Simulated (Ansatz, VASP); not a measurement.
**InP in VASP and in Ansatz**

File INCAR:

```
  PREC = Accurate
  ENCUT = 520
  EDIFF = 1E-7
  ISMEAR = 0
  SIGMA = 0.05
  LREAL = F
  LASPH = T
  NELM = 60
  ALGO = Normal
  ISIF = 2
  LWAVE = F
  LCHARG = F
  LDIPOL = T
  IDIPOL = 3
  DIPOL = 0.5 0.5 0.500
  GGA = PE
  NBANDS = 46
```

File KPOINTS:

```
Automatic mesh
0
Gamma
  9 9 1
```

The input POSCAR:

```
InP
1.0
    4.2144047878      0.0000000000      0.0000000000
   -2.1072023939      3.6497816080      0.0000000000
    0.0000000000      0.0000000000     26.1834030746
P In
4 4
Direct
    0.0000000000      0.0000000000      0.2864409939
    0.3333333333      0.6666666667      0.4178619207
    0.6666666667      0.3333333333      0.5492828476
    0.0000000000      0.0000000000      0.6807037744
    0.3333333333      0.6666666667      0.3192962256
    0.6666666667      0.3333333333      0.4507171524
    0.0000000000      0.0000000000      0.5821380793
    0.3333333333      0.6666666667      0.7135590061
```

Input for Ansatz:

```yaml
crystal:
  lattice:
    - [4.2144047878, 0.0, 0.0]
    - [-2.1072023939, 3.649781608, 0.0]
    - [0.0, 0.0, 26.1834030746]
  atoms:
    - { symbol: P, position: [0.0, 0.0, 0.2864409939] }
    - { symbol: In, position: [0.3333333333, 0.6666666667, 0.3192962256] }
    - { symbol: P, position: [0.3333333333, 0.6666666667, 0.4178619207] }
    - { symbol: In, position: [0.6666666667, 0.3333333333, 0.4507171524] }
    - { symbol: P, position: [0.6666666667, 0.3333333333, 0.5492828476] }
    - { symbol: In, position: [0.0, 0.0, 0.5821380793] }
    - { symbol: P, position: [0.0, 0.0, 0.6807037744] }
    - { symbol: In, position: [0.3333333333, 0.6666666667, 0.7135590061] }
basis:
  ecutwfc: 420
kpoints:
  mp_grid: { grid: [9, 9, 1] }
hamiltonian:
  xc: pbe
scf:
  occupations: { method: gaussian, width: 0.05 }
output:
  forces: true
  stress: true
  eigenvalues: true
  write_density: true
  write_potential: true
  elf: true
  volumetric_format: npy
efield:
  axis: 3
  dipole_correction: true
  ramp_width: 0.04
```

Alike in both runs: task single point; functional PBE; k mesh 9 × 9 × 1; occupations gaussian, width 0.05 eV; no spin polarisation.

```csv
,VASP,Ansatz
version,VASP 6.6.1,Ansatz 0.2.0
potentials or method,"VASP PAW PBE potentials, release 64 (P, In_d), cutoff 520 eV","scalar-relativistic, plane waves, PAW"
valence electrons in the cell,72,72
```

|  | VASP | Ansatz | Ansatz less VASP |
| --- | --- | --- | --- |
| gap on the k mesh at the Fermi level (eV) | none | none | - |
| rms of the force components (eV/Å) | 0.221 | 0.220 | -0.0008 |

A gap of «none» marks a metal or a gap that the smearing closes. Ansatz's warnings: xc potential rough in thin density.
